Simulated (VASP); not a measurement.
# MgO (P-4m2) in VASP: further runs

Runs on MgO. Level: LDA. Tasks: single point.

Everything below comes from runs of VASP 6.6.1. Logs are shortened: lines on timing, memory, paths and dates and some standing lists are left out, and cuts for length are marked.

### 1 The cell of the first run

The structure is tetragonal, space group P-4m2 (No. 115). The conventional cell has a = 5.523 Å, b = 5.523 Å, c = 5.523 Å, α = 90.00°, β = 90.00°, γ = 90.00°. Within 2.5 Å of Mg (site symmetry m) lie 4 O at 1.91 to 1.99 Å. Mg (site symmetry -4m2) has 4 O at 1.95 Å within 2.6 Å. Mg (site symmetry -4m2) has 4 O at 1.96 Å within 2.6 Å. Within 2.6 Å of O (site symmetry m) lie 4 Mg at 1.95 to 1.96 Å. O (site symmetry -4m2) has 4 Mg at 1.91 Å within 2.5 Å. O (site symmetry -4m2) has 4 Mg at 1.99 Å within 2.6 Å.

### 2 Single point, LDA (atoms displaced along a vibrational mode)

The input, INCAR:

```
ALGO     = Normal         # electronic algorithm
EDIFF    = 1E-6           # SCF threshold, eV
ENCUT    = 520            # plane-wave cutoff, eV
GGA      = CA             # functional
ISIF     = 2              # what is computed and relaxed
ISMEAR   = 0              # smearing method
LASPH    = True           # aspherical terms in the spheres
LCHARG   = False          # write CHGCAR
LREAL    = False          # projectors in reciprocal space
LWAVE    = False          # write WAVECAR
NBANDS   = 36             # bands
NELM     = 80             # most SCF steps
PREC     = Accurate       # precision mode
SIGMA    = 0.05           # smearing width, eV
```

The input, KPOINTS:

```
k-points
0
Gamma
  4 4 4
```

The input, POSCAR:

```
MgO
1.0
    5.5230736673      0.0000000000      0.0000000000
    0.0000000000      5.5230736673      0.0000000000
    0.0000000000      0.0000000000      5.5230736673
Mg O
6 6
Direct
    0.2500000000     -0.0104923547      0.5000000000
    0.0000000000      0.5104923547      0.2500000000
    0.5000000000      0.7500000000      0.0000000000
    0.7500000000     -0.0104923547      0.5000000000
    0.0000000000      0.5104923547      0.7500000000
    0.5000000000      0.2500000000      0.0000000000
    0.2500000000      0.5008711577      0.0000000000
    0.5000000000     -0.0008711577      0.2500000000
    0.0000000000      0.7500000000      0.5000000000
    0.7500000000      0.5008711577      0.0000000000
    0.5000000000     -0.0008711577      0.7500000000
    0.0000000000      0.2500000000      0.5000000000
```

Potentials or basis: VASP PAW LDA potentials, release 64 (Mg, O).

On the command line:

```
> cat potpaw_LDA.64/Mg/POTCAR potpaw_LDA.64/O/POTCAR > POTCAR
> mpirun -np 1 vasp_std > vasp.out
```

OUTCAR:

```text
EDIFF = 1E-6
   ENCUT = 520
   GGA = CA
   ISIF = 2
   ISMEAR = 0
   LASPH = True
   LREAL = False
   NELM = 80
   PREC = Accurate

 ion  position               nearest neighbor table
   1  0.250  0.990  0.500-   9 1.91   8 1.95  11 1.95  12 1.99   4 2.76   4 2.76   5 3.29   2 3.29
                             3 3.36   3 3.36   6 3.41   6 3.41   2 3.48   5 3.48
   2  0.000  0.510  0.250-   9 1.91   7 1.95  10 1.95  12 1.99   5 2.76   5 2.76   1 3.29   4 3.29
                             3 3.36   3 3.36   6 3.41   6 3.41   1 3.48   4 3.48
   3  0.500  0.750  0.000-   7 1.95   8 1.95  10 1.95  11 1.95   6 2.76   6 2.76   4 3.36   5 3.36
                             1 3.36   1 3.36   4 3.36   2 3.36   2 3.36   5 3.36
   4  0.750  0.990  0.500-   9 1.91   8 1.95  11 1.95  12 1.99   1 2.76   1 2.76   5 3.29   2 3.29
                             3 3.36   3 3.36   6 3.41   6 3.41   2 3.48   5 3.48
   5  0.000  0.510  0.750-   9 1.91   7 1.95  10 1.95  12 1.99   2 2.76   2 2.76   4 3.29   1 3.29
                             3 3.36   3 3.36   6 3.41   6 3.41   1 3.48   4 3.48
   6  0.500  0.250  0.000-   7 1.96   8 1.96  10 1.96  11 1.96   3 2.76   3 2.76   1 3.41   4 3.41
                             5 3.41   1 3.41   4 3.41   2 3.41   2 3.41   5 3.41
   7  0.250  0.501  0.000-   3 1.95   2 1.95   5 1.95   6 1.96
   8  0.500  0.999  0.250-   3 1.95   1 1.95   4 1.95   6 1.96
   9  0.000  0.750  0.500-   1 1.91   2 1.91   4 1.91   5 1.91
  10  0.750  0.501  0.000-   3 1.95   2 1.95   5 1.95   6 1.96
  11  0.500  0.999  0.750-   3 1.95   1 1.95   4 1.95   6 1.96
  12  0.000  0.250  0.500-   1 1.99   2 1.99   4 1.99   5 1.99

  LATTYP: Found a simple cubic cell.
 ALAT       =     5.5230736673

  Lattice vectors:

 A1 = (   5.5230736673,   0.0000000000,   0.0000000000)
 A2 = (   0.0000000000,   5.5230736673,   0.0000000000)
 A3 = (   0.0000000000,   0.0000000000,   5.5230736673)

Analysis of symmetry for initial positions (statically):
=====================================================================
 Subroutine PRICEL returns:
 Original cell was already a primitive cell.

 Routine SETGRP: Setting up the symmetry group for a
 simple cubic supercell.

 Subroutine GETGRP returns: Found  8 space group operations
 (whereof  4 operations were pure point group operations)
 out of a pool of 48 trial point group operations.

The static configuration has the point symmetry C_2v.
 The point group associated with its full space group is D_2d.

Analysis of symmetry for dynamics (positions and initial velocities):
=====================================================================
 Subroutine PRICEL returns:
 Original cell was already a primitive cell.

[... 137 lines left out ...]
   EFERMI_NEDOS =   21; number of points for ismear=-14 and -15
   IALGO  =     38    algorithm
   IMIX   =      4    mixing-type and parameters
     AMIX     =   0.40;   BMIX     =  1.00
     AMIX_MAG =   1.60;   BMIX_MAG =  1.00
  volume/ion in A,a.u.               =      14.04        94.75
  Fermi-wavevector in a.u.,A,eV,Ry     =   1.077228  2.035666 15.788483  1.160421
  Thomas-Fermi vector in A             =   2.213134
   LORBIT       =      0    0 simple, 1 ext, 2 COOP (PROOUT), +10 PAW based schemes
   GGA     = CA    functional components
   LHFCALC =     F    Hartree Fock is set to
   AEXX    =    0.0000 exact exchange contribution
   IVDW    =     0    specifies the selected vdW correction
   LEPSILON=     F    determine dielectric tensor
   LRPA    =     F    only Hartree local field effects (RPA)
 non-spin polarized calculation
 Gauss-broadening in eV      SIGMA  =   0.05
  energy-cutoff  :      520.00
  volume of cell :      168.48
 maximum number of plane-waves:      4632
 NGX is ok and might be reduce to    42
   NGX = 21   NGY = 21   NGZ = 21

 number of electron      47.9999985 magnetization

 Free energy of the ion-electron system (eV)
  ---------------------------------------------------
  ext. energy  EPLUGINS =         0.00000000
  ---------------------------------------------------
  free energy    TOTEN  =       -77.32348998 eV

  energy without entropy =      -77.32348998  energy(sigma->0) =      -77.32348998

 E-fermi :   0.0982     XC(G=0):  -9.1913

 val. band max:       -0.1949472359   @ k =   0.5000   0.0000   0.5000
 cond. band min:       2.6228951014   @ k =   0.0000   0.0000   0.0000
 fundamental gap:      2.8178423373
 Fermi energy:         0.0981567515

 k-point     1 :       0.0000    0.0000    0.0000
  band No.  band energies     occupation
      1     -16.2340      2.00000
      2     -15.8015      2.00000
      3     -15.6643      2.00000
      4     -15.1749      2.00000
      5     -15.1749      2.00000
      6     -14.9821      2.00000
[... 691 lines left out ...]
     35      11.8418      0.00000
     36      11.8815      0.00000

------------------------ aborting loop because EDIFF is reached ----------------------------------------

  FORCE on cell =-STRESS in cart. coord.  units (eV):
  Direction    XX          YY          ZZ          XY          YZ          ZX
  --------------------------------------------------------------------------------------
  -------------------------------------------------------------------------------------
  Total       -0.6196066     -0.6923192     -0.6196066      0.0000000      0.0000000      0.0000000
  in kB       -5.8922901     -6.5837669     -5.8922901      0.0000000      0.0000000      0.0000000
  external PRESSURE =      -6.1227824 kB  Pullay stress =       0.0000000 kB

 VOLUME and BASIS-vectors are now :
 -----------------------------------------------------------------------------
  energy-cutoff  :      520.00
  volume of cell :      168.48
      direct lattice vectors                 reciprocal lattice vectors
     5.523073667  0.000000000  0.000000000     0.181058603  0.000000000  0.000000000
     0.000000000  5.523073667  0.000000000     0.000000000  0.181058603  0.000000000
     0.000000000  0.000000000  5.523073667     0.000000000  0.000000000  0.181058603

 POSITION                                       TOTAL-FORCE (eV/Angst)
 -----------------------------------------------------------------------------------
      1.38077      5.46512      2.76154         0.073881      0.901441      0.000000
      0.00000      2.81949      1.38077         0.000000     -0.901441     -0.073881
      2.76154      4.14231      0.00000         0.000000      0.000000      0.000000
      4.14231      5.46512      2.76154        -0.073881      0.901441      0.000000
      0.00000      2.81949      4.14231         0.000000     -0.901441      0.073881
      2.76154      1.38077      0.00000         0.000000      0.000000      0.000000
      1.38077      2.76635      0.00000        -0.007726      0.172452      0.000000
      2.76154      5.51826      1.38077         0.000000     -0.172452      0.007726
      0.00000      4.14231      2.76154         0.000000      0.000000      0.000000
      4.14231      2.76635      0.00000         0.007726      0.172452      0.000000
      2.76154      5.51826      4.14231         0.000000     -0.172452     -0.007726
      0.00000      1.38077      2.76154         0.000000      0.000000      0.000000
 -----------------------------------------------------------------------------------
    total drift:                                0.000000      0.000000     -0.000000

  FREE ENERGIE OF THE ION-ELECTRON SYSTEM (eV)
  ---------------------------------------------------
  free  energy   TOTEN  =       -77.3234899752 eV

  energy  without entropy=      -77.3234899752  energy(sigma->0) =      -77.32348998
```

Run time: 2.6 min. Hardware: 1 thread of Intel Xeon 8259CL, shared host; peak memory 0.25 GiB.

Results:

```yaml
Free_energy: -77.3235 eV
Pressure: -0.6 GPa
Largest_force: 0.904 eV/Å
Band_gap_on_the_k_mesh: 2.82 eV (least direct gap 2.82 eV)
```

Forces on the atoms (eV/Å):
```
Mg   0.074  0.901  0.000
Mg   0.000 -0.901 -0.074
Mg   0.000  0.000  0.000
Mg  -0.074  0.901  0.000
Mg   0.000 -0.901  0.074
Mg   0.000  0.000  0.000
O   -0.008  0.172  0.000
O    0.000 -0.172  0.008
O    0.000  0.000  0.000
O    0.008  0.172  0.000
O    0.000 -0.172 -0.008
O    0.000  0.000  0.000
```

Caveat: the cell differs from its parent crystal (atoms displaced along a vibrational mode).

### 3 Single point, LDA (atoms displaced along a vibrational mode)

The input, INCAR:

```
PREC = Accurate
ENCUT = 520
EDIFF = 1E-7
ISMEAR = 0
SIGMA = 0.05
LREAL = False
LASPH = True
NELM = 80
ALGO = Normal
ISIF = 2
LWAVE = False
LCHARG = False
GGA = CA
NBANDS = 36
```

The input, KPOINTS:

```
Automatic mesh
0
Gamma
  4 4 4
```

The input, POSCAR:

```
MgO
1.0
    5.5230736673      0.0000000000      0.0000000000
    0.0000000000      5.5230736673      0.0000000000
    0.0000000000      0.0000000000      5.5230736673
Mg O
6 6
Direct
    0.2500000000      0.0027973816      0.5000000000
    0.0000000000      0.4972026184      0.2500000000
    0.5000000000      0.7500000000      0.0000000000
    0.7500000000      0.0027973816      0.5000000000
    0.0000000000      0.4972026184      0.7500000000
    0.5000000000      0.2500000000      0.0000000000
    0.2500000000      0.5197005603      0.0000000000
    0.5000000000     -0.0197005603      0.2500000000
    0.0000000000      0.7500000000      0.5000000000
    0.7500000000      0.5197005603      0.0000000000
    0.5000000000     -0.0197005603      0.7500000000
    0.0000000000      0.2500000000      0.5000000000
```

Potentials or basis: VASP PAW LDA potentials, release 64 (Mg, O).

On the command line:

```
> cat potpaw_LDA.64/Mg/POTCAR potpaw_LDA.64/O/POTCAR > POTCAR
> mpirun -np 1 vasp_std > vasp.out
```

Wall time 50 s (1 thread of Intel Xeon 6975P-C (Granite Rapids), shared host); peak memory 0.25 GiB.

The run converged. Its results:

| Property | Result |
| --- | --- |
| Free energy | -77.0665 eV |
| Pressure | -0.3 GPa |
| Largest force | 1.581 eV/Å |
| Band gap on the k mesh | 2.77 eV |

Forces in eV/Å, atoms in the order of the input:
```
Mg   0.030 -0.693  0.000
Mg   0.000  0.693 -0.030
Mg   0.000  0.000  0.000
Mg  -0.030 -0.693  0.000
Mg   0.000  0.693  0.030
Mg   0.000  0.000  0.000
O   -0.261 -1.559  0.000
O    0.000  1.559  0.261
O    0.000  0.000  0.000
O    0.261 -1.559  0.000
O    0.000  1.559 -0.261
O    0.000  0.000  0.000
```

Stress tensor (GPa, compression positive):
```
-0.23  0.00  0.00
 0.00 -0.56  0.00
 0.00  0.00 -0.23
```

Levels at points of the mesh, in eV from the valence-band top:
| k point | band 22 | band 23 | band 24 | band 25 | band 26 | band 27 |
| --- | --- | --- | --- | --- | --- | --- |
| (0.00, 0.00, 0.00) | -0.02 | 0.00 | 0.00 | 2.77 | 5.74 | 7.83 |
| (0.50, 0.00, 0.00) | -0.53 | -0.02 | 0.00 | 4.65 | 4.67 | 7.52 |
| (0.00, 0.50, 0.00) | -0.59 | 0.00 | 0.00 | 4.49 | 4.94 | 7.32 |
| (0.50, 0.50, 0.00) | -0.64 | -0.41 | 0.00 | 5.24 | 5.60 | 6.19 |
| (0.50, 0.00, 0.50) | -0.54 | -0.51 | -0.01 | 5.60 | 5.61 | 5.61 |
| (0.50, 0.50, 0.50) | -0.86 | -0.72 | -0.72 | 6.06 | 6.06 | 6.88 |

Caveat: the cell differs from its parent crystal (atoms displaced along a vibrational mode); forces of over 1 eV/Å act on the atoms, so gaps and moduli don't describe the material at rest.

### 4 Single point, LDA (atoms displaced along a vibrational mode)

The input, INCAR:

```
SYSTEM = MgO
ALGO = Normal ; EDIFF = 1E-6
ENCUT = 520 ; ISIF = 2
ISMEAR = 0 ; LASPH = .True.
LCHARG = .True. ; LELF = .True.
LREAL = .False. ; LVHAR = .True.
LWAVE = .False. ; NBANDS = 36
NELM = 80 ; PREC = Accurate
SIGMA = 0.05
```

The input, KPOINTS:

```
k-points
0
Gamma
  4 4 4
  0 0 0
```

The input, POSCAR:

```
MgO
1.0
    5.5230736673      0.0000000000      0.0000000000
    0.0000000000      5.5230736673      0.0000000000
    0.0000000000      0.0000000000      5.5230736673
Mg O
6 6
Direct
    0.2500000000     -0.0078851109      0.5000000000
    0.0000000000      0.5078851109      0.2500000000
    0.5000000000      0.7500000000      0.0000000000
    0.7500000000     -0.0078851109      0.5000000000
    0.0000000000      0.5078851109      0.7500000000
    0.5000000000      0.2500000000      0.0000000000
    0.2500000000      0.4988426092      0.0000000000
    0.5000000000      0.0011573908      0.2500000000
    0.0000000000      0.7500000000      0.5000000000
    0.7500000000      0.4988426092      0.0000000000
    0.5000000000      0.0011573908      0.7500000000
    0.0000000000      0.2500000000      0.5000000000
```

On the command line:

```
> cat potpaw_LDA.64/Mg/POTCAR potpaw_LDA.64/O/POTCAR > POTCAR
> mpirun -np 1 vasp_std > vasp.out
```

Run time: 51 s. Hardware: 1 thread of Intel Xeon 6975P-C (Granite Rapids), shared host; peak memory 0.25 GiB.

It converged, with:

| Quantity | Value |
| --- | --- |
| Free energy | -77.3603 eV |
| Pressure | -0.7 GPa |
| Largest force | 0.720 eV/Å |
| Band gap on the k mesh | 2.83 eV |

Forces in eV/Å, atoms in the order of the input:
```
Mg   0.043  0.718  0.000
Mg   0.000 -0.718 -0.043
Mg   0.000  0.000  0.000
Mg  -0.043  0.718  0.000
Mg   0.000 -0.718  0.043
Mg   0.000  0.000  0.000
O   -0.007  0.266  0.000
O    0.000 -0.266  0.007
O    0.000  0.000  0.000
O    0.007  0.266  0.000
O    0.000 -0.266 -0.007
O    0.000  0.000  0.000
```

Levels at points of the mesh, in eV from the valence-band top:
```
           k point  band 20  band 21  band 22  band 23  band 24  band 25  band 26  band 27  band 28  band 29
(0.00, 0.00, 0.00)    -0.60    -0.60    -0.02    -0.02     0.00     2.83     5.80     8.00     8.00     8.02
(0.50, 0.00, 0.00)    -0.80    -0.63    -0.55    -0.02     0.00     4.76     4.76     7.58     7.59     7.90
(0.00, 0.50, 0.00)    -0.80    -0.61    -0.61    -0.02    -0.02     4.66     4.87     7.43     7.75     7.90
(0.50, 0.50, 0.00)    -0.72    -0.71    -0.65    -0.41    -0.02     5.60     5.71     5.89     6.84     8.28
(0.50, 0.00, 0.50)    -0.87    -0.54    -0.54    -0.51     0.00     5.72     5.72     5.75     6.80     8.34
(0.50, 0.50, 0.50)    -1.00    -0.89    -0.89    -0.74    -0.74     6.25     6.25     7.33     7.36     7.52
```

Caveat: the cell differs from its parent crystal (atoms displaced along a vibrational mode).

### 5 Overview

```csv
cell,gap on the mesh (eV),pressure (GPa),largest force (eV/Å)
"as given, atomic positions A",2.82,-0.6,0.90
"as given, atomic positions B",2.77,-0.3,1.58
"as given, atomic positions C",2.83,-0.7,0.72
```

Alike in all rows: task single point; level LDA; potentials or basis VASP PAW LDA potentials, release 64 (Mg, O); no spin polarisation; k mesh 4 × 4 × 4; cutoff (eV) 520; smearing gaussian 0.05 eV.

Caveats: forces of over 1 eV/Å act on the atoms, so gaps and moduli don't describe the material at rest (at least some runs).

Total energies depend on the potentials used, so only differences within one code and one set of settings carry meaning.
